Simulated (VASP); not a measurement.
# SnSe2 (P-3m1) in VASP: further runs

The runs below take SnSe2 through single point, with PBE.

Program: VASP 6.6.1. These are calculated values, not measurements. Logs are shortened: lines on timing, memory, paths and dates and some standing lists are left out, and cuts for length are marked.

## Step 1: The cell of the first run

Symmetry: P-3m1, No. 164, trigonal system. The conventional cell has a = 3.811 Å, b = 3.811 Å, c = 6.076 Å, α = 90.00°, β = 90.00°, γ = 120.00°. Sn (site symmetry -3m) has 6 Se at 2.67 Å within 3.5 Å. Within 3.5 Å of Se (site symmetry 3m) lie 3 Sn at 2.67 Å.

## Step 2: Single point, PBE (strain -0.0100 x Voigt [0, 0, 1, 0, 0, 0])

INCAR reads:

```
SYSTEM = SnSe2
  ALGO = Normal
  EDIFF = 1E-6
  ENCUT = 520
  GGA = PE
  ISIF = 2
  ISMEAR = 0
  LASPH = .True.
  LCHARG = .False.
  LREAL = .False.
  LWAVE = .False.
  NBANDS = 20
  NELM = 60
  PREC = Accurate
  SIGMA = 0.05
```

KPOINTS reads:

```
k-points
0
Gamma
  12 12 6
  0 0 0
```

POSCAR reads:

```
SnSe2
1.0
    3.8109987816      0.0000000000      0.0000000000
   -1.9054993908      3.3004217586      0.0000000000
    0.0000000000      0.0000000000      6.0756300000
Sn Se
1 2
Direct
    0.0000000000      0.0000000000      0.0000000000
    0.3333333333      0.6666666667      0.2500000000
    0.6666666667      0.3333333333      0.7500000000
```

Potentials or basis: VASP PAW PBE potentials, release 64 (Sn_d, Se).

On the command line:

```sh
$ cat potpaw_PBE.64/Sn_d/POTCAR potpaw_PBE.64/Se/POTCAR > POTCAR
$ mpirun -np 1 vasp_std > vasp.out
```

OUTCAR:

```text
SYSTEM = SnSe2
   EDIFF = 1E-6
   ENCUT = 520
   GGA = PE
   ISIF = 2
   ISMEAR = 0
   LASPH = .True.
   LREAL = .False.
   NELM = 60
   PREC = Accurate

 ion  position               nearest neighbor table
   1  0.000  0.000  0.000-   2 2.67   3 2.67   2 2.67   3 2.67   3 2.67   2 2.67
   2  0.333  0.667  0.250-   1 2.67   1 2.67   1 2.67
   3  0.667  0.333  0.750-   1 2.67   1 2.67   1 2.67

  LATTYP: Found a hexagonal cell.
 ALAT       =     3.8109987816
 C/A-ratio  =     1.5942356186

  Lattice vectors:

 A1 = (   3.8109987816,   0.0000000000,   0.0000000000)
 A2 = (  -1.9054993908,   3.3004217586,   0.0000000000)
 A3 = (   0.0000000000,   0.0000000000,   6.0756300000)

Analysis of symmetry for initial positions (statically):
=====================================================================
 Subroutine PRICEL returns:
 Original cell was already a primitive cell.

 Routine SETGRP: Setting up the symmetry group for a
 hexagonal supercell.

 Subroutine GETGRP returns: Found 12 space group operations
 (whereof 12 operations were pure point group operations)
 out of a pool of 24 trial point group operations.

The static configuration has the point symmetry D_3d.

Analysis of symmetry for dynamics (positions and initial velocities):
=====================================================================
 Subroutine PRICEL returns:
 Original cell was already a primitive cell.

 Routine SETGRP: Setting up the symmetry group for a
 hexagonal supercell.

 Subroutine GETGRP returns: Found 12 space group operations
 (whereof 12 operations were pure point group operations)
 out of a pool of 24 trial point group operations.

The dynamic configuration has the point symmetry D_3d.

 Subroutine INISYM returns: Found 12 space group operations
 (whereof 12 operations are pure point group operations),
 and found     1 'primitive' translations

----------------------------------------------------------------------------------------

                                     Primitive cell

  volume of cell :      76.4187

  direct lattice vectors                    reciprocal lattice vectors
     3.810998782  0.000000000  0.000000000     0.262398405  0.151495789  0.000000000
    -1.905499391  3.300421759  0.000000000     0.000000000  0.302991579  0.000000000
     0.000000000  0.000000000  6.075630000     0.000000000  0.000000000  0.164591985

  length of vectors
     3.810998782  3.810998782  6.075630000     0.302991579  0.302991579  0.164591985

  position of ions in fractional coordinates (direct lattice)
     0.000000000  0.000000000  0.000000000
     0.333333333  0.666666667  0.250000000
     0.666666667  0.333333333  0.750000000

  ion indices of the primitive-cell ions
   primitive index   ion index
                 1           1
                 2           2
                 3           3

----------------------------------------------------------------------------------------

 KPOINTS: k-points

Automatic generation of k-mesh.
 Grid dimensions read from file:
 generate k-points for:   12   12    6

 Generating k-lattice:

  Cartesian coordinates                     Fractional coordinates (reciprocal lattice)
     0.021866534  0.012624649  0.000000000     0.083333333 -0.000000000  0.000000000
     0.000000000  0.025249298  0.000000000     0.000000000  0.083333333  0.000000000
     0.000000000  0.000000000  0.027431997     0.000000000  0.000000000  0.166666667

  Length of vectors
     0.025249298  0.025249298  0.027431997

  Shift w.r.t. Gamma in fractional coordinates (k-lattice)
     0.000000000  0.000000000  0.000000000

 Subroutine IBZKPT returns following result:
 ===========================================

 Found    100 irreducible k-points:

 Following reciprocal coordinates:
            Coordinates               Weight
  0.000000  0.000000  0.000000      1.000000
  0.083333  0.000000  0.000000      6.000000
  0.166667  0.000000  0.000000      6.000000
  0.250000  0.000000  0.000000      6.000000
  0.333333 -0.000000  0.000000      6.000000
  0.416667  0.000000  0.000000      6.000000
[... 16 lines left out ...]
  0.166667  0.000000  0.166667      6.000000
  0.000000  0.166667  0.166667      6.000000
 [... further k-points ...]
   k-points           NKPTS =    100   k-points in BZ     NKDIM =    100   number of bands    NBANDS=     20
   number of dos      NEDOS =    301   number of ions     NIONS =      3
   total plane-waves  NPLWV =  37632
   dimension x,y,z NGX =    28 NGY =   28 NGZ =   48
   dimension x,y,z NGXF=    56 NGYF=   56 NGZF=   96
   ions per type =               1   2
   NGX,Y,Z   is equivalent  to a cutoff of  12.21, 12.21, 13.13 a.u.
   NGXF,Y,Z  is equivalent  to a cutoff of  24.43, 24.43, 26.27 a.u.
 SYSTEM =  SnSe2
   PREC   = accura    normal or accurate (medium, high low for compatibility)
   ISTART =      0    job   : 0-new  1-cont  2-samecut
   ICHARG =      2    charge: 1-file 2-atom 10-const
[... 76 lines left out ...]
      2     -16.9966      2.00000
      3     -16.9578      2.00000
      4     -16.9456      2.00000
      5     -16.9435      2.00000
      6      -9.7004      2.00000
[... 12 lines left out ...]
     19      12.7422      0.00000
     20      13.2996      0.00000

 k-point     3 :       0.1667    0.0000    0.0000
  band No.  band energies     occupation
      1     -17.0135      2.00000
      2     -16.9908      2.00000
      3     -16.9540      2.00000
      4     -16.9474      2.00000
      5     -16.9412      2.00000
      6      -9.4936      2.00000
[... 12 lines left out ...]
     19      12.5344      0.00000
     20      13.4596      0.00000

 k-point     4 :       0.2500    0.0000    0.0000
  band No.  band energies     occupation
      1     -17.0291      2.00000
      2     -16.9848      2.00000
      3     -16.9573      2.00000
      4     -16.9403      2.00000
      5     -16.9359      2.00000
      6      -9.1651      2.00000
[... 12 lines left out ...]
     19      12.4418      0.00000
     20      13.8700      0.00000

 k-point     5 :       0.3333   -0.0000    0.0000
  band No.  band energies     occupation
      1     -17.0453      2.00000
      2     -16.9814      2.00000
      3     -16.9621      2.00000
      4     -16.9311      2.00000
      5     -16.9280      2.00000
      6      -8.7493      2.00000
[... 12 lines left out ...]
     19      13.1957      0.00000
     20      14.1742      0.00000

 k-point     6 :       0.4167    0.0000    0.0000
  band No.  band energies     occupation
      1     -17.0573      2.00000
      2     -16.9802      2.00000
      3     -16.9656      2.00000
      4     -16.9242      2.00000
      5     -16.9209      2.00000
      6      -8.3233      2.00000
[... 12 lines left out ...]
     19      14.0229      0.00000
     20      14.7063      0.00000

 k-point     7 :       0.5000    0.0000    0.0000
  band No.  band energies     occupation
      1     -17.0617      2.00000
      2     -16.9800      2.00000
      3     -16.9668      2.00000
      4     -16.9217      2.00000
      5     -16.9181      2.00000
      6      -8.0935      2.00000
[... 12 lines left out ...]
     19      14.3565      0.00000
     20      15.0288      0.00000
[... 277 lines left out ...]
 k-point    20 :       0.0000    0.0000    0.1667
  band No.  band energies     occupation
      1     -16.9991      2.00000
      2     -16.9991      2.00000
      3     -16.9598      2.00000
      4     -16.9441      2.00000
      5     -16.9441      2.00000
      6      -9.7309      2.00000
[... 12 lines left out ...]
     19      13.0267      0.00000
     20      13.0267      0.00000

 k-point    21 :       0.0833    0.0000    0.1667
  band No.  band energies     occupation
      1     -17.0027      2.00000
      2     -16.9966      2.00000
      3     -16.9578      2.00000
      4     -16.9456      2.00000
      5     -16.9435      2.00000
      6      -9.6608      2.00000
[... 12 lines left out ...]
     19      12.7495      0.00000
     20      13.2963      0.00000

 k-point    22 :       0.0000    0.0833    0.1667
  band No.  band energies     occupation
      1     -17.0027      2.00000
      2     -16.9966      2.00000
      3     -16.9578      2.00000
      4     -16.9456      2.00000
      5     -16.9435      2.00000
      6      -9.6608      2.00000
[... 12 lines left out ...]
     19      12.6345      0.00000
     20      13.0090      0.00000

 k-point    23 :       0.1667    0.0000    0.1667
  band No.  band energies     occupation
      1     -17.0135      2.00000
      2     -16.9908      2.00000
      3     -16.9539      2.00000
      4     -16.9474      2.00000
      5     -16.9412      2.00000
      6      -9.4550      2.00000
[... 12 lines left out ...]
     19      12.8590      0.00000
     20      13.2544      0.00000

 k-point    24 :       0.0000    0.1667    0.1667
  band No.  band energies     occupation
      1     -17.0135      2.00000
      2     -16.9908      2.00000
      3     -16.9540      2.00000
      4     -16.9474      2.00000
      5     -16.9412      2.00000
      6      -9.4546      2.00000
[... 12 lines left out ...]
     19      12.3413      0.00000
     20      13.1707      0.00000

 [... further k-points ...]
[... 5 lines left out ...]
  --------------------------------------------------------------------------------------
  -------------------------------------------------------------------------------------
  Total        2.6492645      2.6492645      3.5366787     -0.0000000      0.0000000      0.0000000
  in kB       55.5438956     55.5438956     74.1492259     -0.0000000      0.0000000      0.0000000
  external PRESSURE =      61.7456723 kB  Pullay stress =       0.0000000 kB

 VOLUME and BASIS-vectors are now :
 -----------------------------------------------------------------------------
  energy-cutoff  :      520.00
  volume of cell :       76.42
      direct lattice vectors                 reciprocal lattice vectors
     3.810998782  0.000000000  0.000000000     0.262398405  0.151495789  0.000000000
    -1.905499391  3.300421759  0.000000000     0.000000000  0.302991579  0.000000000
     0.000000000  0.000000000  6.075630000     0.000000000  0.000000000  0.164591985

 POSITION                                       TOTAL-FORCE (eV/Angst)
 -----------------------------------------------------------------------------------
      0.00000      0.00000      0.00000        -0.000000      0.000000      0.000000
     -0.00000      2.20028      1.51891         0.000000     -0.000000      0.889077
      1.90550      1.10014      4.55672        -0.000000      0.000000     -0.889077
 -----------------------------------------------------------------------------------
    total drift:                               -0.000000     -0.000000     -0.000000

  FREE ENERGIE OF THE ION-ELECTRON SYSTEM (eV)
  ---------------------------------------------------
  free  energy   TOTEN  =       -11.7248837966 eV

  energy  without entropy=      -11.7248837966  energy(sigma->0) =      -11.72488380
```

Wall time 76 s (1 thread of AMD EPYC 7R13 (Zen 3), shared host); peak memory 0.26 GiB.

What came out:

```
Free energy            : -11.7249 eV
Pressure               : 6.2 GPa
Largest force          : 0.889 eV/Å
Band gap on the k mesh : 0.68 eV, indirect (least direct gap 1.02 eV)
```

Forces in eV/Å, atoms in the order of the input:
```
Sn   0.000  0.000  0.000
Se   0.000  0.000  0.889
Se   0.000  0.000 -0.889
```

Caveat: the cell differs from its parent crystal (strain -0.0100 x Voigt [0, 0, 1, 0, 0, 0]); spin-orbit coupling is left out, which moves the levels of the heavy elements; this functional lacks dispersion, which binds the layers, so the pressure and a relaxed spacing across them are unreliable.

## Step 3: Single point, PBE (strain +0.0100 x Voigt [0, 0, 1, 0, 0, 0])

INCAR reads:

```
PREC     = Accurate       # precision mode
ENCUT    = 520            # plane-wave cutoff, eV
EDIFF    = 1E-7           # SCF threshold, eV
ISMEAR   = 0              # smearing method
SIGMA    = 0.05           # smearing width, eV
LREAL    = F              # projectors in reciprocal space
LASPH    = T              # aspherical terms in the spheres
NELM     = 60             # most SCF steps
ALGO     = Normal         # electronic algorithm
ISIF     = 2              # what is computed and relaxed
LWAVE    = F              # write WAVECAR
LCHARG   = F              # write CHGCAR
GGA      = PE             # functional
NBANDS   = 20             # bands
```

KPOINTS reads:

```
regular mesh
0
Gamma
  12 12 6
```

Changes to POSCAR since step 2:

```diff
@@ -4,3 +4,3 @@
    -1.9054993908      3.3004217586      0.0000000000
-    0.0000000000      0.0000000000      6.0756300000
+    0.0000000000      0.0000000000      6.1983700000
 Sn Se
```

Potentials or basis: VASP PAW PBE potentials, release 64 (Sn_d, Se).

On the command line:

```sh
$ cat potpaw_PBE.64/Sn_d/POTCAR potpaw_PBE.64/Se/POTCAR > POTCAR
$ mpirun -np 1 vasp_std > vasp.out
```

It took 88 s on 1 thread of AMD EPYC 7R13 (Zen 3), shared host; peak memory 0.26 GiB.

Results (log left out):

| Quantity | Value |
| --- | --- |
| Free energy | -11.7854 eV |
| Pressure | 4.6 GPa |
| Largest force | 0.587 eV/Å |
| Band gap on the k mesh | 0.73 eV, indirect (least direct gap 1.16 eV) |

Forces on the atoms (eV/Å):
```
Sn   0.000  0.000  0.000
Se   0.000  0.000  0.587
Se   0.000  0.000 -0.587
```

Stress tensor (GPa, compression positive):
```
4.31 0.00 0.00
0.00 4.31 0.00
0.00 0.00 5.12
```

Levels at points of the mesh, in eV from the valence-band top:
```
           k point  band 11  band 12  band 13  band 14  band 15  band 16
(0.00, 0.00, 0.00)    -0.33    -0.33    -0.08     1.08     3.02     4.66
(0.50, 0.00, 0.00)    -2.58    -1.21    -0.29     1.15     3.79     5.42
(0.00, 0.00, 0.50)    -0.72    -0.18    -0.18     2.46     2.97     4.40
(0.50, 0.00, 0.50)    -2.01    -0.83    -0.67     0.81     4.23     4.79
```

Caveat: the cell differs from its parent crystal (strain +0.0100 x Voigt [0, 0, 1, 0, 0, 0]); spin-orbit coupling is left out, which moves the levels of the heavy elements; this functional lacks dispersion, which binds the layers, so the pressure and a relaxed spacing across them are unreliable.

## Step 4: Single point, PBE (strain +0.0200 x Voigt [0, 0, 1, 0, 0, 0])

INCAR reads:

```
SYSTEM = SnSe2
ALGO     = Normal         ! electronic algorithm
EDIFF    = 1E-6           ! SCF threshold, eV
ENCUT    = 520            ! plane-wave cutoff, eV
GGA      = PE             ! functional
ISIF     = 2              ! what is computed and relaxed
ISMEAR   = 0              ! smearing method
LASPH    = .TRUE.         ! aspherical terms in the spheres
LCHARG   = .FALSE.        ! write CHGCAR
LREAL    = .FALSE.        ! projectors in reciprocal space
LWAVE    = .FALSE.        ! write WAVECAR
NBANDS   = 20             ! bands
NELM     = 60             ! most SCF steps
PREC     = Accurate       ! precision mode
SIGMA    = 0.05           ! smearing width, eV
```

KPOINTS reads:

```
k-points
0
G
  12 12 6
  0 0 0
```

Changes to POSCAR since step 3:

```diff
@@ -4,3 +4,3 @@
    -1.9054993908      3.3004217586      0.0000000000
-    0.0000000000      0.0000000000      6.1983700000
+    0.0000000000      0.0000000000      6.2597400000
 Sn Se
```

On the command line:

```sh
$ cat potpaw_PBE.64/Sn_d/POTCAR potpaw_PBE.64/Se/POTCAR > POTCAR
$ mpirun -np 1 vasp_std > vasp.out
```

It took 72 s on 1 thread of AMD EPYC 7R13 (Zen 3), shared host; peak memory 0.26 GiB.

The run converged. Its results:

```
Free energy            : -11.8075 eV
Pressure               : 3.8 GPa
Largest force          : 0.438 eV/Å
Band gap on the k mesh : 0.73 eV, indirect (least direct gap 1.23 eV)
```

Forces on the atoms (eV/Å):
```
Sn   0.000  0.000  0.000
Se   0.000  0.000  0.438
Se   0.000  0.000 -0.438
```

Stress tensor (GPa, compression positive):
```
3.76 0.00 0.00
0.00 3.76 0.00
0.00 0.00 4.02
```

Levels at points of the mesh, in eV from the valence-band top:
| k point | band 11 | band 12 | band 13 | band 14 | band 15 | band 16 |
| --- | --- | --- | --- | --- | --- | --- |
| (0.00, 0.00, 0.00) | -0.26 | -0.26 | -0.12 | 1.11 | 3.09 | 4.70 |
| (0.50, 0.00, 0.00) | -2.48 | -1.18 | -0.26 | 1.17 | 3.81 | 5.44 |
| (0.00, 0.00, 0.50) | -0.64 | -0.12 | -0.12 | 2.48 | 3.03 | 4.46 |
| (0.50, 0.00, 0.50) | -2.00 | -0.79 | -0.61 | 0.79 | 4.23 | 4.78 |

Caveat: the cell differs from its parent crystal (strain +0.0200 x Voigt [0, 0, 1, 0, 0, 0]); spin-orbit coupling is left out, which moves the levels of the heavy elements; this functional lacks dispersion, which binds the layers, so the pressure and a relaxed spacing across them are unreliable. A k mesh can miss the band edges.

## Step 5: Single point, PBE (strain +0.0300 x Voigt [0, 0, 1, 0, 0, 0])

INCAR reads:

```
SYSTEM = SnSe2
PREC     = Accurate       ! precision mode
ENCUT    = 520            ! plane-wave cutoff, eV
EDIFF    = 1E-7           ! SCF threshold, eV
ISMEAR   = 0              ! smearing method
SIGMA    = 0.05           ! smearing width, eV
LREAL    = .FALSE.        ! projectors in reciprocal space
LASPH    = .TRUE.         ! aspherical terms in the spheres
NELM     = 80             ! most SCF steps
ALGO     = Normal         ! electronic algorithm
ISIF     = 2              ! what is computed and relaxed
LWAVE    = .FALSE.        ! write WAVECAR
LCHARG   = .FALSE.        ! write CHGCAR
GGA      = PE             ! functional
NBANDS   = 20             ! bands
```

KPOINTS reads:

```
regular mesh
0
G
  12 12 6
  0 0 0
```

Changes to POSCAR since step 4:

```diff
@@ -4,3 +4,3 @@
    -1.9054993908      3.3004217586      0.0000000000
-    0.0000000000      0.0000000000      6.2597400000
+    0.0000000000      0.0000000000      6.3211100000
 Sn Se
```

On the command line:

```sh
$ cat potpaw_PBE.64/Sn_d/POTCAR potpaw_PBE.64/Se/POTCAR > POTCAR
$ mpirun -np 1 vasp_std > vasp.out
```

It took 87 s on 1 thread of AMD EPYC 7R13 (Zen 3), shared host; peak memory 0.26 GiB.

It converged, with:

```
Free energy            : -11.8243 eV
Pressure               : 3.1 GPa
Largest force          : 0.292 eV/Å
Band gap on the k mesh : 0.68 eV, indirect (least direct gap 1.19 eV)
```

Forces in eV/Å, atoms in the order of the input:
```
Sn   0.000  0.000  0.000
Se   0.000  0.000  0.292
Se   0.000  0.000 -0.292
```

Stress tensor (GPa, compression positive):
```
3.24 0.00 0.00
0.00 3.24 0.00
0.00 0.00 2.94
```

Levels at points of the mesh, in eV from the valence-band top:
```tsv
k point	band 11	band 12	band 13	band 14	band 15	band 16
(0.00, 0.00, 0.00)	-0.24	-0.24	-0.21	1.08	3.12	4.69
(0.50, 0.00, 0.00)	-2.43	-1.20	-0.27	1.13	3.79	5.39
(0.00, 0.00, 0.50)	-0.61	-0.11	-0.11	2.46	3.04	4.46
(0.50, 0.00, 0.50)	-2.04	-0.81	-0.60	0.72	4.17	4.73
```

Caveat: the cell differs from its parent crystal (strain +0.0300 x Voigt [0, 0, 1, 0, 0, 0]); spin-orbit coupling is left out, which moves the levels of the heavy elements; this functional lacks dispersion, which binds the layers, so the pressure and a relaxed spacing across them are unreliable.

## Step 6: Overview

| cell | gap on the mesh (eV) | pressure (GPa) | largest force (eV/Å) |
| --- | --- | --- | --- |
| a = 3.811, b = 3.811, c = 6.076 Å, angles 90.0, 90.0, 120.0°, 3 atoms | 0.68 | 6.2 | 0.89 |
| a = 3.811, b = 3.811, c = 6.198 Å, angles 90.0, 90.0, 120.0°, 3 atoms | 0.73 | 4.6 | 0.59 |
| a = 3.811, b = 3.811, c = 6.260 Å, angles 90.0, 90.0, 120.0°, 3 atoms | 0.73 | 3.8 | 0.44 |
| a = 3.811, b = 3.811, c = 6.321 Å, angles 90.0, 90.0, 120.0°, 3 atoms | 0.68 | 3.1 | 0.29 |

Alike in all rows: task single point; level PBE; potentials or basis VASP PAW PBE potentials, release 64 (Sn_d, Se); no spin polarisation; k mesh 12 × 12 × 6; cutoff (eV) 520; smearing gaussian 0.05 eV.

Caveats: spin-orbit coupling is left out, which moves the levels of the heavy elements; this functional lacks dispersion, which binds the layers, so the pressure and a relaxed spacing across them are unreliable.

Absolute energies hang on the potentials; compare differences alone.
